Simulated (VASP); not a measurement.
# YN (Fm-3m) in VASP: further runs

YN is run at these levels: r2SCAN; tasks: single point.

Everything below comes from runs of VASP 6.6.1. Logs are shortened: lines on timing, memory, paths and dates and some standing lists are left out, and cuts for length are marked.

## Step 1: The cell of the first run

The structure is cubic, space group Fm-3m (No. 225). The conventional cell has a = 4.847 Å, b = 4.847 Å, c = 4.847 Å, α = 90.00°, β = 90.00°, γ = 90.00°. Within 3.2 Å of Y (site symmetry m-3m) lie 6 N at 2.42 Å. Within 3.2 Å of N (site symmetry m-3m) lie 6 Y at 2.42 Å.

## Step 2: Single point, r2SCAN (14.23 Å³/atom)

File POSCAR:

```
YN
1.0
    0.0000000000      2.4233185285      2.4233185285
    2.4233185285      0.0000000000      2.4233185285
    2.4233185285      2.4233185285      0.0000000000
Y N
1 1
Direct
    0.0000000000      0.0000000000      0.0000000000
    0.5000000000      0.5000000000      0.5000000000
```

File INCAR.step1:

```
PREC = Accurate ; ENCUT = 660
ISMEAR = 0 ; SIGMA = 0.01
LREAL = False ; LASPH = True
NELM = 120 ; NBANDS = 15
GGA = PE ; ALGO = Normal
EDIFF = 1E-5 ; LWAVE = True
LCHARG = False ; GGA_COMPAT = False
```

File INCAR.step2:

```
PREC = Accurate ; ENCUT = 660
EDIFF = 1E-6 ; ISMEAR = 0
SIGMA = 0.01 ; LREAL = False
LASPH = True ; NELM = 120
ALGO = Normal ; ISIF = 2
LWAVE = False ; LCHARG = True
METAGGA = R2SCAN ; LMIXTAU = True
LELF = True ; LVHAR = True
NBANDS = 15 ; ISTART = 1
GGA_COMPAT = False
```

File KPOINTS:

```
regular mesh
0
Gamma
  8 8 8
```

Potentials or basis: VASP PAW PBE potentials, release 64 (Y_sv, N).

The run is started by

```
cat potpaw_PBE.64/Y_sv/POTCAR potpaw_PBE.64/N/POTCAR > POTCAR
cp INCAR.step1 INCAR
mpirun -np 1 vasp_std > vasp.out
cp INCAR.step2 INCAR
mpirun -np 1 vasp_std > vasp.out
```

OUTCAR:

```text
PREC = Accurate
   ENCUT = 660
   EDIFF = 1E-6
   ISMEAR = 0
   LREAL = False
   LASPH = True
   NELM = 120
   ISIF = 2
   METAGGA = R2SCAN
   ISTART = 1

 ion  position               nearest neighbor table
   1  0.000  0.000  0.000-   2 2.42   2 2.42   2 2.42   2 2.42   2 2.42   2 2.42
   2  0.500  0.500  0.500-   1 2.42   1 2.42   1 2.42   1 2.42   1 2.42   1 2.42

  LATTYP: Found a face centered cubic cell.
 ALAT       =     4.8466370570

  Lattice vectors:

 A1 = (   0.0000000000,   2.4233185285,   2.4233185285)
 A2 = (   2.4233185285,   0.0000000000,   2.4233185285)
 A3 = (   2.4233185285,   2.4233185285,   0.0000000000)

Analysis of symmetry for initial positions (statically):
=====================================================================
 Subroutine PRICEL returns:
 Original cell was already a primitive cell.

 Routine SETGRP: Setting up the symmetry group for a
 face centered cubic supercell.

 Subroutine GETGRP returns: Found 48 space group operations
 (whereof 48 operations were pure point group operations)
 out of a pool of 48 trial point group operations.

The static configuration has the point symmetry O_h .

Analysis of symmetry for dynamics (positions and initial velocities):
=====================================================================
 Subroutine PRICEL returns:
 Original cell was already a primitive cell.

 Routine SETGRP: Setting up the symmetry group for a
 face centered cubic supercell.

 Subroutine GETGRP returns: Found 48 space group operations
 (whereof 48 operations were pure point group operations)
 out of a pool of 48 trial point group operations.

The dynamic configuration has the point symmetry O_h .

 Subroutine INISYM returns: Found 48 space group operations
 (whereof 48 operations are pure point group operations),
 and found     1 'primitive' translations

----------------------------------------------------------------------------------------

                                     Primitive cell

  volume of cell :      28.4617

  direct lattice vectors                    reciprocal lattice vectors
     0.000000000  2.423318528  2.423318528    -0.206328633  0.206328633  0.206328633
     2.423318528  0.000000000  2.423318528     0.206328633 -0.206328633  0.206328633
     2.423318528  2.423318528  0.000000000     0.206328633  0.206328633 -0.206328633

  length of vectors
     3.427089929  3.427089929  3.427089929     0.357371676  0.357371676  0.357371676

  position of ions in fractional coordinates (direct lattice)
     0.000000000  0.000000000  0.000000000
     0.500000000  0.500000000  0.500000000

[... 83 lines left out ...]
   ISYM   =      2    0-nonsym 1-usesym 2-fastsym
   POTIM  = 0.5000    time-step for ionic-motion
   TEBEG  =    0.0;   TEEND  =   0.0 temperature during run
   PSTRESS=    0.0 pullay stress
   NELECT =      16.0000    total number of electrons
   NUPDOWN=      -1.0000    fix difference up-down
   EMIN   =  10.00;   EMAX   =-10.00  energy-range for DOS
   EFERMI =   0.00;   METHOD = LEGACY
   ISMEAR =     0;   SIGMA  =   0.01  broadening in eV -4-tet -1-fermi 0-gaus
   EFERMI_NEDOS =   21; number of points for ismear=-14 and -15
   IALGO  =     38    algorithm
   IMIX   =      4    mixing-type and parameters
     AMIX     =   0.40;   BMIX     =  1.00
     AMIX_MAG =   1.60;   BMIX_MAG =  1.00
  volume/ion in A,a.u.               =      14.23        96.03
  Fermi-wavevector in a.u.,A,eV,Ry     =   1.351121  2.553249 24.837825  1.825529
  Thomas-Fermi vector in A             =   2.478569
   LORBIT       =      0    0 simple, 1 ext, 2 COOP (PROOUT), +10 PAW based schemes
   METAGGA = R2SCAN    functional components
   LHFCALC =     F    Hartree Fock is set to
   AEXX    =    0.0000 exact exchange contribution
   IVDW    =     0    specifies the selected vdW correction
   LEPSILON=     F    determine dielectric tensor
   LRPA    =     F    only Hartree local field effects (RPA)
 non-spin polarized calculation
 Gauss-broadening in eV      SIGMA  =   0.01
  energy-cutoff  :      660.00
  volume of cell :       28.46
 maximum number of plane-waves:      1108
 NGX is ok and might be reduce to    30
   NGX = 15   NGY = 15   NGZ = 15

 number of electron      16.0000001 magnetization

 Free energy of the ion-electron system (eV)
  ---------------------------------------------------
  ext. energy  EPLUGINS =         0.00000000
  ---------------------------------------------------
  free energy    TOTEN  =       -33.42580945 eV

  energy without entropy =      -33.42580945  energy(sigma->0) =      -33.42580945

 E-fermi :   4.2620     XC(G=0): -12.0192

 val. band max:        4.1804391087   @ k =   0.0000   0.0000   0.0000
 cond. band min:       4.7207953378   @ k =   0.5000   0.5000   0.0000
 fundamental gap:      0.5403562291
 Fermi energy:         4.2619826358

 k-point     1 :       0.0000    0.0000    0.0000
  band No.  band energies     occupation
      1     -37.8774      2.00000
      2     -16.8381      2.00000
      3     -16.8381      2.00000
      4     -16.8381      2.00000
      5      -9.5448      2.00000
      6       4.1804      2.00000
      7       4.1804      2.00000
      8       4.1804      2.00000
      9       7.7992      0.00000
     10       7.7992      0.00000
     11       7.7992      0.00000
     12       9.3142      0.00000
     13       9.8880      0.00000
     14       9.8880      0.00000
[... 401 lines left out ...]
      2     -17.8910      2.00000
      3     -17.2113      2.00000
      4     -17.0267      2.00000
      5      -8.1640      2.00000
      6       0.9501      2.00000
      7       2.2369      2.00000
      8       2.2775      2.00000
      9       9.2775      0.00000
     10       9.6163      0.00000
     11      11.7619      0.00000
     12      13.1082      0.00000
     13      14.6902      0.00000
     14      16.0376      0.00000
     15      18.1281      0.00000

 [... further k-points ...]
[... 5 lines left out ...]
  --------------------------------------------------------------------------------------
  -------------------------------------------------------------------------------------
  Total        0.9582614      0.9582614      0.9582614      0.0000000      0.0000000     -0.0000000
  in kB       53.9427505     53.9427505     53.9427505      0.0000000      0.0000000     -0.0000000
  external PRESSURE =      53.9427505 kB  Pullay stress =       0.0000000 kB

 VOLUME and BASIS-vectors are now :
 -----------------------------------------------------------------------------
  energy-cutoff  :      660.00
  volume of cell :       28.46
      direct lattice vectors                 reciprocal lattice vectors
     0.000000000  2.423318528  2.423318528    -0.206328633  0.206328633  0.206328633
     2.423318528  0.000000000  2.423318528     0.206328633 -0.206328633  0.206328633
     2.423318528  2.423318528  0.000000000     0.206328633  0.206328633 -0.206328633

 POSITION                                       TOTAL-FORCE (eV/Angst)
 -----------------------------------------------------------------------------------
      0.00000      0.00000      0.00000         0.000000      0.000000      0.000000
      2.42332      2.42332      2.42332         0.000000      0.000000     -0.000000
 -----------------------------------------------------------------------------------
    total drift:                               -0.000000      0.000000      0.000000

  FREE ENERGIE OF THE ION-ELECTRON SYSTEM (eV)
  ---------------------------------------------------
  free  energy   TOTEN  =       -33.4258094538 eV

  energy  without entropy=      -33.4258094538  energy(sigma->0) =      -33.42580945
```

It took 75 s on 1 thread of Intel Xeon Platinum 8375C at 2.90GHz (Ice Lake), shared host; peak memory 0.2 GiB.

Results:

| Quantity | Value |
| --- | --- |
| Free energy | -33.4258 eV |
| Pressure | 5.4 GPa |
| Band gap on the k mesh | 0.54 eV (least direct gap 0.92 eV) |

Caveat: the cell stands under pressure; semilocal functionals underestimate gaps, and a narrow one can read as zero; the PAW data sets were made with another functional, which shifts forces and pressure a little. A k mesh can miss the band edges.

## Step 3: Single point, r2SCAN

This run uses another cell than the first one, of 14.67 Å³/atom.

File POSCAR:

```
YN
1.0
    0.0000000000      2.4480479766      2.4480479766
    2.4480479766      0.0000000000      2.4480479766
    2.4480479766      2.4480479766      0.0000000000
Y N
1 1
Direct
    0.0000000000      0.0000000000      0.0000000000
    0.5000000000      0.5000000000      0.5000000000
```

File INCAR.step1:

```
PREC     = Accurate       # precision mode
ENCUT    = 660            # plane-wave cutoff, eV
ISMEAR   = 0              # smearing method
SIGMA    = 0.01           # smearing width, eV
LREAL    = False          # projectors in reciprocal space
LASPH    = True           # aspherical terms in the spheres
NELM     = 120            # most SCF steps
NBANDS   = 15             # bands
GGA      = PE             # functional
ALGO     = Normal         # electronic algorithm
EDIFF    = 1E-5           # SCF threshold, eV
LWAVE    = True           # write WAVECAR
LCHARG   = False          # write CHGCAR
GGA_COMPAT= False
```

File INCAR.step2:

```
PREC     = Accurate       # precision mode
ENCUT    = 660            # plane-wave cutoff, eV
EDIFF    = 1E-6           # SCF threshold, eV
ISMEAR   = 0              # smearing method
SIGMA    = 0.01           # smearing width, eV
LREAL    = False          # projectors in reciprocal space
LASPH    = True           # aspherical terms in the spheres
NELM     = 120            # most SCF steps
ALGO     = Normal         # electronic algorithm
ISIF     = 2              # what is computed and relaxed
LWAVE    = False          # write WAVECAR
LCHARG   = False          # write CHGCAR
METAGGA  = R2SCAN         # meta-GGA
LMIXTAU  = True         
NBANDS   = 15             # bands
ISTART   = 1            
GGA_COMPAT= False
```

File KPOINTS:

```
Automatic mesh
0
Gamma
  8 8 8
```

Potentials or basis: VASP PAW PBE potentials, release 64 (Y_sv, N).

The run is started by

```
cat potpaw_PBE.64/Y_sv/POTCAR potpaw_PBE.64/N/POTCAR > POTCAR
cp INCAR.step1 INCAR
mpirun -np 1 vasp_std > vasp.out
cp INCAR.step2 INCAR
mpirun -np 1 vasp_std > vasp.out
```

It took 87 s on 1 thread of Intel Xeon Platinum 8375C at 2.90GHz (Ice Lake), shared host; peak memory 0.2 GiB.

The run converged. Its results:

```yaml
Free_energy: -33.4414 eV
Pressure: 0.2 GPa
Band_gap_on_the_k_mesh: 0.59 eV (least direct gap 1.00 eV)
```

Levels at points of the mesh, in eV from the valence-band top:
| k point | band 6 | band 7 | band 8 | band 9 | band 10 | band 11 |
| --- | --- | --- | --- | --- | --- | --- |
| (0.00, 0.00, 0.00) | 0.00 | 0.00 | 0.00 | 3.57 | 3.57 | 3.57 |
| (0.50, 0.00, 0.00) | -4.04 | -2.28 | -2.28 | 6.23 | 6.87 | 6.87 |
| (0.50, 0.50, 0.00) | -1.54 | -0.41 | -0.41 | 0.60 | 7.31 | 7.75 |

Caveat: semilocal functionals underestimate gaps, and a narrow one can read as zero; the PAW data sets were made with another functional, which shifts forces and pressure a little. r2SCAN opens gaps a little over a GGA but as a rule still falls short of measured ones.

## Step 4: Single point, r2SCAN (15.11 Å³/atom)

This run uses another cell than the first one, of 15.11 Å³/atom.

File POSCAR:

```
YN
1.0
    0.0000000000      2.4722876518      2.4722876518
    2.4722876518      0.0000000000      2.4722876518
    2.4722876518      2.4722876518      0.0000000000
Y N
1 1
Direct
    0.0000000000      0.0000000000      0.0000000000
    0.5000000000      0.5000000000      0.5000000000
```

File INCAR.step1:

```
ALGO     = Normal         # electronic algorithm
EDIFF    = 1E-5           # SCF threshold, eV
ENCUT    = 660            # plane-wave cutoff, eV
GGA      = PE             # functional
GGA_COMPAT= F            
ISMEAR   = 0              # smearing method
LASPH    = T              # aspherical terms in the spheres
LCHARG   = F              # write CHGCAR
LREAL    = F              # projectors in reciprocal space
LWAVE    = T              # write WAVECAR
NBANDS   = 15             # bands
NELM     = 120            # most SCF steps
PREC     = Accurate       # precision mode
SIGMA    = 0.01           # smearing width, eV
```

File INCAR.step2:

```
ALGO     = Normal         # electronic algorithm
EDIFF    = 1E-6           # SCF threshold, eV
ENCUT    = 660            # plane-wave cutoff, eV
GGA_COMPAT= F            
ISIF     = 2              # what is computed and relaxed
ISMEAR   = 0              # smearing method
ISTART   = 1            
LASPH    = T              # aspherical terms in the spheres
LCHARG   = F              # write CHGCAR
LMIXTAU  = T            
LREAL    = F              # projectors in reciprocal space
LWAVE    = F              # write WAVECAR
METAGGA  = R2SCAN         # meta-GGA
NBANDS   = 15             # bands
NELM     = 120            # most SCF steps
PREC     = Accurate       # precision mode
SIGMA    = 0.01           # smearing width, eV
```

File KPOINTS:

```
k-points
0
Gamma
  8 8 8
```

The run is started by

```
cat potpaw_PBE.64/Y_sv/POTCAR potpaw_PBE.64/N/POTCAR > POTCAR
cp INCAR.step1 INCAR
mpirun -np 1 vasp_std > vasp.out
cp INCAR.step2 INCAR
mpirun -np 1 vasp_std > vasp.out
```

Run time: 84 s. Hardware: 1 thread of Intel Xeon Platinum 8375C at 2.90GHz (Ice Lake), shared host; peak memory 0.2 GiB.

The run converged. Its results:

* Free energy: -33.4289 eV
* Pressure: -4.7 GPa
* Band gap on the k mesh: 0.64 eV (least direct gap 1.07 eV)

Levels at points of the mesh, in eV from the valence-band top:
```tsv
k point	band 4	band 5	band 6	band 7	band 8	band 9	band 10	band 11	band 12	band 13
(0.00, 0.00, 0.00)	-21.33	-13.57	0.00	0.00	0.00	3.52	3.52	3.52	4.55	5.46
(0.50, 0.00, 0.00)	-21.41	-11.96	-3.96	-2.20	-2.20	6.08	6.69	6.69	7.12	10.46
(0.50, 0.50, 0.00)	-21.62	-13.18	-1.59	-0.43	-0.43	0.64	7.12	7.44	8.13	8.13
```

Caveat: the cell stands under tension; semilocal functionals underestimate gaps, and a narrow one can read as zero; the PAW data sets were made with another functional, which shifts forces and pressure a little.

## Step 5: Overview

```csv
cell,gap on the mesh (eV),pressure (GPa)
"a = 3.427 Å, angles 60.0°, 2 atoms",0.54,5.4
"a = 3.462 Å, angles 60.0°, 2 atoms",0.59,0.2
"a = 3.496 Å, angles 60.0°, 2 atoms",0.64,-4.7
```

Alike in all rows: task single point; level r2SCAN; potentials or basis VASP PAW PBE potentials, release 64 (Y_sv, N); no spin polarisation; k mesh 8 × 8 × 8; cutoff (eV) 660; smearing gaussian 0.01 eV.

Caveats: semilocal functionals underestimate gaps, and a narrow one can read as zero; the PAW data sets were made with another functional, which shifts forces and pressure a little; the cell stands under pressure (at least some runs); the cell stands under tension (at least some runs).

Absolute energies hang on the potentials; compare differences alone.
